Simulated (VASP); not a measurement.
Wanted: the native input for a VASP 6.6.1 run.

| Quantity | Value |
| --- | --- |
| Task | single point |
| Functional | PBE |
| Potentials or basis | VASP PAW PBE potentials, release 64 (Na_pv, H) |
| Cutoff | 520 eV |
| k mesh | 6 × 6 × 6 |
| Occupations | gaussian, width 0.01 eV |
| Spin | no spin polarisation |
| Dipole correction | no |
| Further INCAR settings | ALGO = Normal; EDIFF = 1e-06; NBANDS = 11 |

The structure of NaH lies in POSCAR:

```
NaH
1.0
    0.0000000000      2.3975122828      2.3975122828
    2.3495620371      0.0000000000      2.3975122828
    2.3495620371      2.3975122828      0.0000000000
Na H
1 1
Direct
    0.0000000000      0.0000000000      0.0000000000
    0.5000000000      0.5000000000      0.5000000000
```

This cell differs from its parent crystal: uniaxial x strain -2.0%.

The input as run:

INCAR

```
ALGO     = Normal         # electronic algorithm
EDIFF    = 1E-6           # SCF threshold, eV
ENCUT    = 520            # plane-wave cutoff, eV
GGA      = PE             # functional
ISIF     = 2              # what is computed and relaxed
ISMEAR   = 0              # smearing method
LASPH    = T              # aspherical terms in the spheres
LCHARG   = F              # write CHGCAR
LREAL    = F              # projectors in reciprocal space
LWAVE    = F              # write WAVECAR
NBANDS   = 11             # bands
NELM     = 60             # most SCF steps
PREC     = Accurate       # precision mode
SIGMA    = 0.01           # smearing width, eV
```

KPOINTS

```
k-points
0
Gamma
  6 6 6
```

Potentials or basis: VASP PAW PBE potentials, release 64 (Na_pv, H).

Launch:

```sh
$ cat potpaw_PBE.64/Na_pv/POTCAR potpaw_PBE.64/H/POTCAR > POTCAR
$ mpirun -np 1 vasp_std > vasp.out
```

Results of the run:

* Pressure: 1.1 GPa
* Band gap on the k mesh: 3.85 eV (least direct gap 4.71 eV)

Caveat: the cell differs from its parent crystal (uniaxial x strain -2.0%).

Run time: 6.1 s on 1 thread of Intel(R) Xeon(R) Platinum 8488C (Sapphire Rapids), on a shared host, peak memory 0.14 GiB.
